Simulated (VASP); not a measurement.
Runs of VASP 6.6.1 on Ge. The structure is that of space group Fd-3m (No. 227), or close to it. The cells are those of the table. 

```csv
task,cell,gap on the mesh (eV),pressure (GPa),largest force (eV/Å)
single point,"a = 3.981 Å, angles 60.7°, 2 atoms",none,-1.1,(b)
electric field gradients,"a = 4.053 Å, angles 60.0°, 2 atoms",none,-3.5,-
electric field gradients,"a = 4.061 Å, angles 58.0°, 2 atoms",none,-0.9,0.35
electric field gradients,"a = 3.946 Å, angles 60.0°, 2 atoms",0.19,(c),-
electric field gradients,"a = 3.919 Å, angles 60.0°, 2 atoms",0.26,(a),-
```

Alike in all rows: level LDA; potentials or basis VASP PAW LDA potentials, release 64 (Ge_d); no spin polarisation; k mesh 10 × 10 × 10; cutoff (eV) 520; smearing fermi-dirac 0.05 eV.

Question: Estimate the missing entries.

Answer: (a) 3.6; (b) 0.15; (c) 1.8.

A k mesh can miss the band edges, and the runs leave out spin-orbit coupling on Ge.

A gap of «none» marks levels without a gap at the run's occupations.
